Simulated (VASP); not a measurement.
# V (P6/mmm) in VASP: a series of runs, part 2 of 2

VASP 6.6.1. The steps go on from the part before.

**4. Relaxation of shape and atoms at fixed volume, PBE**

This run uses another cell than the first one, of 10.65 Å³/atom.

INCAR reads:

```
SYSTEM = V
  ALGO = Normal
  EDIFF = 1E-7
  EDIFFG = -0.005
  ENCUT = 500
  GGA = PE
  GGA_COMPAT = .False.
  IBRION = 2
  ISIF = 4
  ISMEAR = -1
  LASPH = .True.
  LCHARG = .False.
  LREAL = .False.
  LWAVE = .False.
  NELM = 120
  NELMIN = 4
  NSW = 50
  PREC = Accurate
  SIGMA = 0.05
```

KPOINTS reads:

```
k-points
0
Gamma
  17 17 15
  0 0 0
```

POSCAR reads:

```
V
1.0
    2.3620225209      0.0000000000      0.0000000000
   -1.1810112605      2.0455715074      0.0000000000
    0.0000000000      0.0000000000      2.2041337903
V
1
Direct
    0.0000000000      0.0000000000      0.0000000000
```

Potentials or basis: VASP PAW PBE potentials, release 64 (V_sv).

Launch:

```bash
> cat potpaw_PBE.64/V_sv/POTCAR > POTCAR
> mpirun -np 1 vasp_std > vasp.out
```

OUTCAR:

```text
SYSTEM = V
   EDIFF = 1E-7
   EDIFFG = -0.005
   ENCUT = 500
   GGA = PE
   IBRION = 2
   ISIF = 4
   ISMEAR = -1
   LASPH = .True.
   LREAL = .False.
   NELM = 120
   NELMIN = 4
   NSW = 50
   PREC = Accurate

 ion  position               nearest neighbor table
   1  0.000  0.000  0.000-

  LATTYP: Found a hexagonal cell.
 ALAT       =     2.3620225209
 C/A-ratio  =     0.9331552815

  Lattice vectors:

 A1 = (   2.3620225209,   0.0000000000,   0.0000000000)
 A2 = (  -1.1810112605,   2.0455715074,   0.0000000000)
 A3 = (   0.0000000000,   0.0000000000,   2.2041337903)

Analysis of symmetry for initial positions (statically):
=====================================================================
 Subroutine PRICEL returns:
 Original cell was already a primitive cell.

 Routine SETGRP: Setting up the symmetry group for a
 hexagonal supercell.

 Subroutine GETGRP returns: Found 24 space group operations
 (whereof 24 operations were pure point group operations)
 out of a pool of 24 trial point group operations.

The static configuration has the point symmetry D_6h.

Analysis of symmetry for dynamics (positions and initial velocities):
=====================================================================
 Subroutine PRICEL returns:
 Original cell was already a primitive cell.

 Routine SETGRP: Setting up the symmetry group for a
 hexagonal supercell.

 Subroutine GETGRP returns: Found 24 space group operations
 (whereof 24 operations were pure point group operations)
 out of a pool of 24 trial point group operations.

The dynamic configuration has the point symmetry D_6h.

 Subroutine INISYM returns: Found 24 space group operations
 (whereof 24 operations are pure point group operations),
 and found     1 'primitive' translations

[... 123 lines left out ...]
 conjugate gradient relaxation of ions
 non-spin polarized calculation
  energy-cutoff  :      500.00
  volume of cell :       10.65
 maximum number of plane-waves:       284
 NGX is ok and might be reduce to    18
   NGX =  9   NGY =  9   NGZ =  9

--------------------------------------- Ionic step        1  -------------------------------------------

 number of electron      12.9999997 magnetization

 Free energy of the ion-electron system (eV)
  ---------------------------------------------------
  ext. energy  EPLUGINS =         0.00000000
  ---------------------------------------------------
  free energy    TOTEN  =        -7.82345292 eV

  energy without entropy =       -7.81488556  energy(sigma->0) =       -7.81916924

------------------------ aborting loop because EDIFF is reached ----------------------------------------

  FORCE on cell =-STRESS in cart. coord.  units (eV):
  Direction    XX          YY          ZZ          XY          YZ          ZX
  --------------------------------------------------------------------------------------
  -------------------------------------------------------------------------------------
  Total        5.1998636      5.1998636      5.1544758     -0.0000000     -0.0000000      0.0000000
  in kB      782.2865862    782.2865862    775.4582745     -0.0000000     -0.0000000      0.0000000
  external PRESSURE =     780.0104823 kB  Pullay stress =       0.0000000 kB
[... 57 lines left out ...]
--------------------------------------- Ionic step        3  -------------------------------------------

 number of electron      12.9999997 magnetization

 Free energy of the ion-electron system (eV)
  ---------------------------------------------------
  ext. energy  EPLUGINS =         0.00000000
  ---------------------------------------------------
  free energy    TOTEN  =        -7.82346932 eV

  energy without entropy =       -7.81493771  energy(sigma->0) =       -7.81920352

 E-fermi :  13.4501     XC(G=0): -14.1703

 val. band max:       13.4411935054   @ k =   0.0000   0.0000   0.4000
 cond. band min:      13.4672429007   @ k =   0.1765   0.1176   0.4000
 fundamental gap:      0.0260493953
 Fermi energy:        13.4500745639

 k-point     1 :       0.0000    0.0000    0.0000
  band No.  band energies     occupation
      1     -50.7601      2.00000
      2     -23.3050      2.00000
      3     -23.3050      2.00000
      4     -23.2428      2.00000
      5       6.1614      2.00000
      6       9.9231      2.00000
      7      13.4823      0.68865
      8      13.4823      0.68865
      9      18.0982      0.00000
     10      18.0982      0.00000
[... 287 lines left out ...]
 k-point    24 :       0.1765    0.1765    0.0000
  band No.  band energies     occupation
      1     -50.4314      2.00000
      2     -24.6180      2.00000
      3     -23.7564      2.00000
      4     -23.0850      2.00000
      5       9.4897      2.00000
      6      11.2886      2.00000
      7      11.3328      2.00000
      8      16.2778      0.00000
      9      16.8957      0.00000
     10      17.5282      0.00000

 [... further k-points ...]

------------------------ aborting loop because EDIFF is reached ----------------------------------------

  FORCE on cell =-STRESS in cart. coord.  units (eV):
  Direction    XX          YY          ZZ          XY          YZ          ZX
  --------------------------------------------------------------------------------------
  -------------------------------------------------------------------------------------
  Total        5.1844623      5.1844623      5.1859883     -0.0000000     -0.0000000      0.0000000
  in kB      779.9695544    779.9695544    780.1991241     -0.0000000     -0.0000000      0.0000000
  external PRESSURE =     780.0460776 kB  Pullay stress =       0.0000000 kB
[... 16 lines left out ...]
  FREE ENERGIE OF THE ION-ELECTRON SYSTEM (eV)
  ---------------------------------------------------
  free  energy   TOTEN  =        -7.8234693183 eV

  energy  without entropy=       -7.8149377138  energy(sigma->0) =       -7.81920352

 reached required accuracy - stopping structural energy minimisation
```

CONTCAR:

```text
V
   1.00000000000000
     2.3628822912706080   -0.0000000000072203    0.0000000000000000
    -1.1814411456915752    2.0463160903833826   -0.0000000000000000
    -0.0000000000000000   -0.0000000000000000    2.2025300674582917
  V
     1
Direct
     0.0000000000000000    1.0000000000000000    1.0000000000000000

  0.00000000E+00  0.00000000E+00  0.00000000E+00
```

Wall time 69 s (1 thread of Intel Xeon 8259CL, shared host); peak memory 0.14 GiB.

What came out:

```
Free energy               : -7.8235 eV
Energy gained by relaxing : 0.0 meV/atom
Ionic steps               : 3
Pressure after relaxing   : 78.0 GPa
Band gap on the k mesh    : zero (an odd number of electrons rules out a gap without spin polarisation)
```

Final structure:
```
CELL_PARAMETERS angstrom
2.36288 0.00000 0.00000
-1.18144 2.04632 0.00000
0.00000 0.00000 2.20253
ATOMIC_POSITIONS crystal
V 0.00000 0.00000 0.00000
```

Levels at points of the mesh, in eV from the Fermi level:
```csv
k point,band 4,band 5,band 6,band 7,band 8,band 9
"(0.00, 0.00, 0.00)",-36.69,-7.29,-3.53,0.03,0.03,4.65
```

**5. Relaxation of shape and atoms at fixed volume, PBE**

This run uses another cell than the first one, of 12.07 Å³/atom.

INCAR reads:

```
SYSTEM = V
ALGO = Normal ; EDIFF = 1E-7
EDIFFG = -0.005 ; ENCUT = 500
GGA = PE ; GGA_COMPAT = .False.
IBRION = 2 ; ISIF = 4
ISMEAR = -1 ; LASPH = .True.
LCHARG = .False. ; LREAL = .False.
LWAVE = .False. ; NELM = 120
NELMIN = 4 ; NSW = 50
PREC = Accurate ; SIGMA = 0.05
```

KPOINTS is that of step 4.

POSCAR reads:

```
V
1.0
    2.4626531870      0.0000000000      0.0000000000
   -1.2313265935      2.1327202207      0.0000000000
    0.0000000000      0.0000000000      2.2980378279
V
1
Direct
    0.0000000000      0.0000000000      0.0000000000
```

Launch:

```bash
> cat potpaw_PBE.64/V_sv/POTCAR > POTCAR
> mpirun -np 1 vasp_std > vasp.out
```

Run time: 82 s. Hardware: 1 thread of Intel Xeon 8259CL, shared host; peak memory 0.15 GiB.

The run converged. Its results:

| Quantity | Value |
| --- | --- |
| Free energy | -8.3099 eV |
| Energy gained by relaxing | 0.0 meV/atom |
| Ionic steps | 3 |
| Pressure after relaxing | 35.0 GPa |
| Band gap on the k mesh | zero (an odd number of electrons rules out a gap without spin polarisation) |

Final structure:
```
V
1.0
     2.46421    0.00000    0.00000
    -1.23211    2.13407    0.00000
     0.00000    0.00000    2.29513
V
1
Direct
  0.00000 0.00000 0.00000
```

Levels at points of the mesh, in eV from the Fermi level:
```
           k point  band 3  band 4  band 5  band 6  band 7  band 8  band 9  band 10
(0.00, 0.00, 0.00)  -37.06  -37.00   -7.08   -2.97    0.13    0.13    4.03     4.03
```

**6. Overview**

```tsv
cell	gap on the mesh (eV)	pressure (GPa)
relaxed from a = 2.130, b = 2.130, c = 1.988 Å, angles 90.0, 90.0, 120.0°, 1 atom	none	291.1
relaxed from a = 2.252, b = 2.252, c = 2.101 Å, angles 90.0, 90.0, 120.0°, 1 atom	none	152.6
relaxed from a = 2.362, b = 2.362, c = 2.204 Å, angles 90.0, 90.0, 120.0°, 1 atom	none	78.0
relaxed from a = 2.463, b = 2.463, c = 2.298 Å, angles 90.0, 90.0, 120.0°, 1 atom	none	35.0
```

Alike in all rows: task relaxation of shape and atoms at fixed volume; level PBE; potentials or basis VASP PAW PBE potentials, release 64 (V_sv); no spin polarisation; k mesh 17 × 17 × 15; cutoff (eV) 500; smearing fermi-dirac 0.05 eV.

Caveats: atoms lie so close that the PAW spheres overlap strongly, which falsifies energies and pressures (at least some runs).

Absolute energies hang on the potentials; compare differences alone.
